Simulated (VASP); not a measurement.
# Y (P6_3/mmc) in VASP: a series of runs

Runs on Y. Level: PBE. Tasks: single point.

Program: VASP 6.6.1. These are calculated values, not measurements. Logs are shortened: lines on timing, memory, paths and dates and some standing lists are left out, and cuts for length are marked.

**1. The cell of the first run**

The structure is hexagonal, space group P6_3/mmc (No. 194). Conventional cell: a = 3.647 Å, b = 3.647 Å, c = 5.673 Å, α = 90.00°, β = 90.00°, γ = 120.00°. Within 4.6 Å of Y (site symmetry -6m2) lie 12 Y at 3.53 to 3.65 Å.

**2. Single point, PBE**

Input file INCAR:

```
SYSTEM = Y
PREC = Accurate
ENCUT = 520
EDIFF = 1E-6
ISMEAR = -1
SIGMA = 0.05
LREAL = .False.
LASPH = .True.
NELM = 80
ALGO = Normal
ISIF = 2
LWAVE = .False.
LCHARG = .True.
GGA = PE
LELF = .True.
LVHAR = .True.
NBANDS = 18
```

Input file KPOINTS:

```
Automatic mesh
0
Gamma
  7 7 4
  0 0 0
```

Input file POSCAR:

```
Y
1.0
    3.6474000000      0.0000000000      0.0000000000
   -1.8237000000      3.1587410578      0.0000000000
    0.0000000000      0.0000000000      5.6732940000
Y
2
Direct
    0.6666666667      0.3333333333      0.7500000000
    0.3333333333      0.6666666667      0.2500000000
```

Potentials or basis: VASP PAW PBE potentials, release 64 (Y_sv).

Launch:

```sh
cat potpaw_PBE.64/Y_sv/POTCAR > POTCAR
mpirun -np 1 vasp_std > vasp.out
```

OUTCAR:

```text
SYSTEM = Y
   PREC = Accurate
   ENCUT = 520
   EDIFF = 1E-6
   ISMEAR = -1
   LREAL = .False.
   LASPH = .True.
   NELM = 80
   ISIF = 2
   GGA = PE

 ion  position               nearest neighbor table
   1  0.667  0.333  0.750-   2 3.53   2 3.53   2 3.53   2 3.53   2 3.53   2 3.53
   2  0.333  0.667  0.250-   1 3.53   1 3.53   1 3.53   1 3.53   1 3.53   1 3.53

  LATTYP: Found a hexagonal cell.
 ALAT       =     3.6474000000
 C/A-ratio  =     1.5554351045

  Lattice vectors:

 A1 = (   3.6474000000,   0.0000000000,   0.0000000000)
 A2 = (  -1.8237000000,   3.1587410578,   0.0000000000)
 A3 = (   0.0000000000,   0.0000000000,   5.6732940000)

Analysis of symmetry for initial positions (statically):
=====================================================================
 Subroutine PRICEL returns:
 Original cell was already a primitive cell.

 Routine SETGRP: Setting up the symmetry group for a
 hexagonal supercell.

 Subroutine GETGRP returns: Found 24 space group operations
 (whereof 12 operations were pure point group operations)
 out of a pool of 24 trial point group operations.

The static configuration has the point symmetry D_3d.
 The point group associated with its full space group is D_6h.

Analysis of symmetry for dynamics (positions and initial velocities):
=====================================================================
 Subroutine PRICEL returns:
 Original cell was already a primitive cell.

 Routine SETGRP: Setting up the symmetry group for a
 hexagonal supercell.

 Subroutine GETGRP returns: Found 24 space group operations
 (whereof 12 operations were pure point group operations)
 out of a pool of 24 trial point group operations.

The dynamic configuration has the point symmetry D_3d.
 The point group associated with its full space group is D_6h.

 Subroutine INISYM returns: Found 24 space group operations
 (whereof 12 operations are pure point group operations),
 and found     1 'primitive' translations

----------------------------------------------------------------------------------------

                                     Primitive cell

  volume of cell :      65.3631

  direct lattice vectors                    reciprocal lattice vectors
     3.647400000  0.000000000  0.000000000     0.274167900  0.158290911  0.000000000
    -1.823700000  3.158741058  0.000000000     0.000000000  0.316581822  0.000000000
     0.000000000  0.000000000  5.673294000     0.000000000  0.000000000  0.176264442
[... 75 lines left out ...]
   ISTART =      0    job   : 0-new  1-cont  2-samecut
   ICHARG =      2    charge: 1-file 2-atom 10-const
   ISPIN  =      1    spin polarized calculation?
   LNONCOLLINEAR =      F non collinear calculations
   LSORBIT =      F    spin-orbit coupling
   LASPH  =      T    aspherical Exc in radial PAW
   ENCUT  =  520.0 eV  38.22 Ry    6.18 a.u.   6.78  6.78 10.55*2*pi/ulx,y,z
   NELM   =     80;   NELMIN=  2; NELMDL= -5     # of ELM steps
   EDIFF  = 0.1E-05   stopping-criterion for ELM
   LREAL  =      F    real-space projection
   EDIFFG = 0.1E-04   stopping-criterion for IOM
   NSW    =      0    number of steps for IOM
   IBRION =     -1    ionic relax: 0-MD 1-quasi-New 2-CG
   NFREE  =      0    steps in history (QN), initial steepest desc. (CG)
   ISIF   =      2    stress and relaxation
   ISYM   =      2    0-nonsym 1-usesym 2-fastsym
   POTIM  = 0.5000    time-step for ionic-motion
   TEBEG  =    0.0;   TEEND  =   0.0 temperature during run
   PSTRESS=    0.0 pullay stress
   NELECT =      22.0000    total number of electrons
   NUPDOWN=      -1.0000    fix difference up-down
   EMIN   =  10.00;   EMAX   =-10.00  energy-range for DOS
   EFERMI =   0.00;   METHOD = LEGACY
   ISMEAR =    -1;   SIGMA  =   0.05  broadening in eV -4-tet -1-fermi 0-gaus
   EFERMI_NEDOS =   21; number of points for ismear=-14 and -15
   IALGO  =     38    algorithm
   IMIX   =      4    mixing-type and parameters
     AMIX     =   0.40;   BMIX     =  1.00
     AMIX_MAG =   1.60;   BMIX_MAG =  1.00
  volume/ion in A,a.u.               =      32.68       220.55
  Fermi-wavevector in a.u.,A,eV,Ry     =   1.138776  2.151974 17.644170  1.296810
  Thomas-Fermi vector in A             =   2.275480
   LORBIT       =      0    0 simple, 1 ext, 2 COOP (PROOUT), +10 PAW based schemes
   GGA     = PE    functional components
[... 5 lines left out ...]
 non-spin polarized calculation
  energy-cutoff  :      520.00
  volume of cell :       65.36
 maximum number of plane-waves:      1778
 NGX is ok and might be reduce to    28
   NGX = 13   NGY = 13   NGZ = 21

 number of electron      22.0000000 magnetization

 Free energy of the ion-electron system (eV)
  ---------------------------------------------------
  ext. energy  EPLUGINS =         0.00000000
  ---------------------------------------------------
  free energy    TOTEN  =       -12.88975643 eV

  energy without entropy =      -12.86075224  energy(sigma->0) =      -12.87525434

 E-fermi :   3.0320     XC(G=0):  -9.4470

 val. band max:        3.0159889959   @ k =   0.1429   0.1429   0.0000
 cond. band min:       3.0625604641   @ k =   0.2857   0.2857   0.5000
 fundamental gap:      0.0465714682
 Fermi energy:         3.0319698722

 k-point     1 :       0.0000    0.0000    0.0000
  band No.  band energies     occupation
      1     -39.6609      2.00000
      2     -39.5836      2.00000
      3     -19.9417      2.00000
      4     -19.4660      2.00000
      5     -19.4660      2.00000
      6     -19.3715      2.00000
[... 481 lines left out ...]
      5     -19.6447      2.00000
      6     -19.6447      2.00000
[... 10 lines left out ...]
     17       7.7243      0.00000
     18       7.7243      0.00000

------------------------ aborting loop because EDIFF is reached ----------------------------------------

  FORCE on cell =-STRESS in cart. coord.  units (eV):
  Direction    XX          YY          ZZ          XY          YZ          ZX
  --------------------------------------------------------------------------------------
  -------------------------------------------------------------------------------------
  Total        0.1221625      0.1221625      0.0324376     -0.0000000     -0.0000000      0.0000000
  in kB        2.9944407      2.9944407      0.7951081     -0.0000000     -0.0000000      0.0000000
  external PRESSURE =       2.2613298 kB  Pullay stress =       0.0000000 kB

 VOLUME and BASIS-vectors are now :
 -----------------------------------------------------------------------------
  energy-cutoff  :      520.00
  volume of cell :       65.36
      direct lattice vectors                 reciprocal lattice vectors
     3.647400000  0.000000000  0.000000000     0.274167900  0.158290911  0.000000000
    -1.823700000  3.158741058  0.000000000     0.000000000  0.316581822  0.000000000
     0.000000000  0.000000000  5.673294000     0.000000000  0.000000000  0.176264442

 POSITION                                       TOTAL-FORCE (eV/Angst)
 -----------------------------------------------------------------------------------
      1.82370      1.05291      4.25497         0.000000      0.000000      0.000000
     -0.00000      2.10583      1.41832        -0.000000     -0.000000      0.000000
 -----------------------------------------------------------------------------------
    total drift:                               -0.000000      0.000000     -0.000000

  FREE ENERGIE OF THE ION-ELECTRON SYSTEM (eV)
  ---------------------------------------------------
  free  energy   TOTEN  =       -12.8897564333 eV

  energy  without entropy=      -12.8607522424  energy(sigma->0) =      -12.87525434
```

stdout:

```text
POSCAR found type information on POSCAR Y
 POSCAR found :  1 types and       2 ions
 scaLAPACK will be used
 LDA part: xc-table for (Slater+PW92), standard interpolation
 POSCAR, INCAR and KPOINTS ok, starting setup
 FFT: planning ... GRIDC
 FFT: planning ... GRID_SOFT
 FFT: planning ... GRID
 WAVECAR not read
 entering main loop
```

Wall time 27 s (1 thread of Intel Xeon Platinum 8488C (Sapphire Rapids), shared host); peak memory 0.19 GiB.

What came out:

```yaml
Free_energy: -12.8898 eV
Pressure: 0.2 GPa
Band_gap_on_the_k_mesh: zero (band 11 reaches 4.01 eV, above the bottom of band 12 at 2.56 eV)
```

Stress tensor (GPa, compression positive):
```
0.30 0.00 0.00
0.00 0.30 0.00
0.00 0.00 0.08
```

**3. Single point, PBE**

This run uses another cell than the first one, of 33.01 Å³/atom, 1.010 times its volume.

Input file INCAR:

```
ALGO     = Normal         # electronic algorithm
EDIFF    = 1E-6           # SCF threshold, eV
ENCUT    = 520            # plane-wave cutoff, eV
GGA      = PE             # functional
ISIF     = 2              # what is computed and relaxed
ISMEAR   = -1             # smearing method
LASPH    = True           # aspherical terms in the spheres
LCHARG   = False          # write CHGCAR
LREAL    = False          # projectors in reciprocal space
LWAVE    = False          # write WAVECAR
NBANDS   = 18             # bands
NELM     = 80             # most SCF steps
PREC     = Accurate       # precision mode
SIGMA    = 0.05           # smearing width, eV
```

Input file KPOINTS:

```
k-points
0
Gamma
  7 7 4
```

POSCAR, as its differences from that of step 2:

```diff
@@ -4,3 +4,3 @@
    -1.8237000000      3.1587410578      0.0000000000
-    0.0000000000      0.0000000000      5.6732940000
+    0.0000000000      0.0000000000      5.7306000000
 Y
```

Potentials or basis: VASP PAW PBE potentials, release 64 (Y_sv).

Launch:

```sh
cat potpaw_PBE.64/Y_sv/POTCAR > POTCAR
mpirun -np 1 vasp_std > vasp.out
```

It took 28 s on 1 thread of Intel Xeon Platinum 8488C (Sapphire Rapids), shared host; peak memory 0.2 GiB.

It converged, with:

```
Free energy            : -12.8885 eV
Pressure               : -0.2 GPa
Band gap on the k mesh : zero (band 11 reaches 3.92 eV, above the bottom of band 12 at 2.54 eV)
```

Stress tensor (GPa, compression positive):
```
 0.06  0.00  0.00
 0.00  0.06  0.00
 0.00  0.00 -0.70
```

Levels at points of the mesh, in eV from the Fermi level:
| k point | band 6 | band 7 | band 8 | band 9 | band 10 | band 11 | band 12 | band 13 | band 14 | band 15 |
| --- | --- | --- | --- | --- | --- | --- | --- | --- | --- | --- |
| (0.00, 0.00, 0.00) | -22.43 | -22.43 | -22.40 | -4.69 | -1.86 | 0.85 | 1.73 | 1.73 | 2.02 | 2.33 |
| (0.00, 0.00, 0.50) | -22.48 | -22.48 | -22.48 | -3.26 | -3.26 | 0.93 | 0.93 | 1.66 | 1.66 | 1.66 |

**4. Single point, PBE**

This run uses another cell than the first one, of 33.34 Å³/atom, 1.020 times its volume.

Input file INCAR:

```
  PREC = Accurate
  ENCUT = 520
  EDIFF = 1E-6
  ISMEAR = -1
  SIGMA = 0.05
  LREAL = F
  LASPH = T
  NELM = 80
  ALGO = Normal
  ISIF = 2
  LWAVE = F
  LCHARG = T
  GGA = PE
  LELF = T
  LVHAR = T
  NBANDS = 18
```

Input file KPOINTS:

```
Automatic mesh
0
Gamma
  7 7 4
```

POSCAR, as its differences from that of step 3:

```diff
@@ -4,3 +4,3 @@
    -1.8237000000      3.1587410578      0.0000000000
-    0.0000000000      0.0000000000      5.7306000000
+    0.0000000000      0.0000000000      5.7879060000
 Y
```

Potentials or basis: VASP PAW PBE potentials, release 64 (Y_sv).

Launch:

```sh
cat potpaw_PBE.64/Y_sv/POTCAR > POTCAR
mpirun -np 1 vasp_std > vasp.out
```

OUTCAR:

```text
PREC = Accurate
   ENCUT = 520
   EDIFF = 1E-6
   ISMEAR = -1
   LREAL = F
   LASPH = T
   NELM = 80
   ISIF = 2
   GGA = PE

 ion  position               nearest neighbor table
   1  0.667  0.333  0.750-   2 3.58   2 3.58   2 3.58   2 3.58   2 3.58   2 3.58
   2  0.333  0.667  0.250-   1 3.58   1 3.58   1 3.58   1 3.58   1 3.58   1 3.58

  LATTYP: Found a hexagonal cell.
 ALAT       =     3.6474000000
 C/A-ratio  =     1.5868580359

  Lattice vectors:

 A1 = (   3.6474000000,   0.0000000000,   0.0000000000)
 A2 = (  -1.8237000000,   3.1587410578,   0.0000000000)
 A3 = (   0.0000000000,   0.0000000000,   5.7879060000)

Analysis of symmetry for initial positions (statically):
=====================================================================
 Subroutine PRICEL returns:
 Original cell was already a primitive cell.

 Routine SETGRP: Setting up the symmetry group for a
 hexagonal supercell.

 Subroutine GETGRP returns: Found 24 space group operations
 (whereof 12 operations were pure point group operations)
 out of a pool of 24 trial point group operations.

The static configuration has the point symmetry D_3d.
 The point group associated with its full space group is D_6h.

Analysis of symmetry for dynamics (positions and initial velocities):
=====================================================================
 Subroutine PRICEL returns:
 Original cell was already a primitive cell.

 Routine SETGRP: Setting up the symmetry group for a
 hexagonal supercell.

 Subroutine GETGRP returns: Found 24 space group operations
 (whereof 12 operations were pure point group operations)
 out of a pool of 24 trial point group operations.

The dynamic configuration has the point symmetry D_3d.
 The point group associated with its full space group is D_6h.

 Subroutine INISYM returns: Found 24 space group operations
 (whereof 12 operations are pure point group operations),
 and found     1 'primitive' translations

[... 103 lines left out ...]
   PSTRESS=    0.0 pullay stress
   NELECT =      22.0000    total number of electrons
   NUPDOWN=      -1.0000    fix difference up-down
   EMIN   =  10.00;   EMAX   =-10.00  energy-range for DOS
   EFERMI =   0.00;   METHOD = LEGACY
   ISMEAR =    -1;   SIGMA  =   0.05  broadening in eV -4-tet -1-fermi 0-gaus
   EFERMI_NEDOS =   21; number of points for ismear=-14 and -15
   IALGO  =     38    algorithm
   IMIX   =      4    mixing-type and parameters
     AMIX     =   0.40;   BMIX     =  1.00
     AMIX_MAG =   1.60;   BMIX_MAG =  1.00
  volume/ion in A,a.u.               =      33.34       225.00
  Fermi-wavevector in a.u.,A,eV,Ry     =   1.131209  2.137675 17.410468  1.279633
  Thomas-Fermi vector in A             =   2.267907
   LORBIT       =      0    0 simple, 1 ext, 2 COOP (PROOUT), +10 PAW based schemes
   GGA     = PE    functional components
[... 5 lines left out ...]
 non-spin polarized calculation
  energy-cutoff  :      520.00
  volume of cell :       66.68
 maximum number of plane-waves:      1812
 NGX is ok and might be reduce to    28
   NGX = 13   NGY = 13   NGZ = 21

 number of electron      22.0000001 magnetization

 Free energy of the ion-electron system (eV)
  ---------------------------------------------------
  ext. energy  EPLUGINS =         0.00000000
  ---------------------------------------------------
  free energy    TOTEN  =       -12.88402717 eV

  energy without entropy =      -12.85350432  energy(sigma->0) =      -12.86876575

 E-fermi :   2.9391     XC(G=0):  -9.3706

 val. band max:        2.9081184600   @ k =   0.4286   0.0000   0.2500
 cond. band min:       2.9738959226   @ k =   0.2857   0.2857   0.5000
 fundamental gap:      0.0657774626
 Fermi energy:         2.9390527238

 k-point     1 :       0.0000    0.0000    0.0000
  band No.  band energies     occupation
      1     -39.8035      2.00000
      2     -39.7380      2.00000
      3     -20.0472      2.00000
      4     -19.6037      2.00000
      5     -19.6037      2.00000
      6     -19.5237      2.00000
[... 481 lines left out ...]
      5     -19.7869      2.00000
      6     -19.7869      2.00000
[... 10 lines left out ...]
     17       7.5889      0.00000
     18       7.5889      0.00000

------------------------ aborting loop because EDIFF is reached ----------------------------------------

  FORCE on cell =-STRESS in cart. coord.  units (eV):
  Direction    XX          YY          ZZ          XY          YZ          ZX
  --------------------------------------------------------------------------------------
  -------------------------------------------------------------------------------------
  Total       -0.0684071     -0.0684071     -0.6147938      0.0000000      0.0000000     -0.0000000
  in kB       -1.6435880     -1.6435880    -14.7713838      0.0000000      0.0000000     -0.0000000
  external PRESSURE =      -6.0195200 kB  Pullay stress =       0.0000000 kB

 VOLUME and BASIS-vectors are now :
 -----------------------------------------------------------------------------
  energy-cutoff  :      520.00
  volume of cell :       66.68
      direct lattice vectors                 reciprocal lattice vectors
     3.647400000  0.000000000  0.000000000     0.274167900  0.158290911  0.000000000
    -1.823700000  3.158741058  0.000000000     0.000000000  0.316581822  0.000000000
     0.000000000  0.000000000  5.787906000     0.000000000  0.000000000  0.172774057

 POSITION                                       TOTAL-FORCE (eV/Angst)
 -----------------------------------------------------------------------------------
      1.82370      1.05291      4.34093        -0.000000      0.000000      0.000000
     -0.00000      2.10583      1.44698         0.000000     -0.000000      0.000000
 -----------------------------------------------------------------------------------
    total drift:                               -0.000000      0.000000     -0.000000

  FREE ENERGIE OF THE ION-ELECTRON SYSTEM (eV)
  ---------------------------------------------------
  free  energy   TOTEN  =       -12.8840271750 eV

  energy  without entropy=      -12.8535043235  energy(sigma->0) =      -12.86876575
```

OSZICAR:

```text
N       E                     dE             d eps       ncg     rms          rms(c)
DAV:   1     0.886198120504E+02    0.88620E+02   -0.11487E+04   864   0.117E+03
DAV:   2    -0.596302795381E+01   -0.94583E+02   -0.92734E+02  1088   0.261E+02
DAV:   3    -0.130303333308E+02   -0.70673E+01   -0.70066E+01  1418   0.430E+01
DAV:   4    -0.132902512411E+02   -0.25992E+00   -0.25961E+00  1152   0.792E+00
DAV:   5    -0.132964236475E+02   -0.61724E-02   -0.61702E-02  1188   0.974E-01    0.327E+01
DAV:   6    -0.129558644230E+02    0.34056E+00   -0.43309E-01   936   0.399E+00    0.204E+01
DAV:   7    -0.128963003330E+02    0.59564E-01   -0.87325E-01  1100   0.523E+00    0.186E+00
DAV:   8    -0.128850422382E+02    0.11258E-01   -0.17402E-01  1068   0.233E+00    0.143E+00
DAV:   9    -0.128839220980E+02    0.11201E-02   -0.38963E-03  1238   0.382E-01    0.449E-01
DAV:  10    -0.128841243977E+02   -0.20230E-03   -0.21159E-03   920   0.405E-01    0.431E-01
DAV:  11    -0.128840317371E+02    0.92661E-04   -0.16647E-04  1036   0.113E-01    0.597E-02
DAV:  12    -0.128840252626E+02    0.64745E-05   -0.34452E-05   962   0.483E-02    0.153E-02
DAV:  13    -0.128840271062E+02   -0.18436E-05   -0.51766E-06  1000   0.187E-02    0.235E-03
DAV:  14    -0.128840271750E+02   -0.68808E-07   -0.99272E-08   526   0.220E-03
   1 F= -.12884027E+02 E0= -.12868766E+02  d E =-.305229E-01
```

stdout:

```text
POSCAR found type information on POSCAR Y
 POSCAR found :  1 types and       2 ions
 scaLAPACK will be used
 LDA part: xc-table for (Slater+PW92), standard interpolation
 POSCAR, INCAR and KPOINTS ok, starting setup
 FFT: planning ... GRIDC
 FFT: planning ... GRID_SOFT
 FFT: planning ... GRID
 WAVECAR not read
 entering main loop
```

It took 29 s on 1 thread of Intel Xeon Platinum 8488C (Sapphire Rapids), shared host; peak memory 0.2 GiB.

Results:

- Free energy: -12.8840 eV
- Pressure: -0.6 GPa
- Band gap on the k mesh: zero (band 11 reaches 3.83 eV, above the bottom of band 12 at 2.52 eV)

Levels at points of the mesh, in eV from the Fermi level:
| k point | band 6 | band 7 | band 8 | band 9 | band 10 | band 11 | band 12 | band 13 | band 14 | band 15 |
| --- | --- | --- | --- | --- | --- | --- | --- | --- | --- | --- |
| (0.00, 0.00, 0.00) | -22.46 | -22.46 | -22.43 | -4.68 | -1.87 | 0.76 | 1.74 | 1.74 | 1.94 | 2.31 |
| (0.00, 0.00, 0.50) | -22.50 | -22.50 | -22.50 | -3.28 | -3.28 | 0.89 | 0.89 | 1.68 | 1.68 | 1.68 |

(Continued in part 2 of 2.)
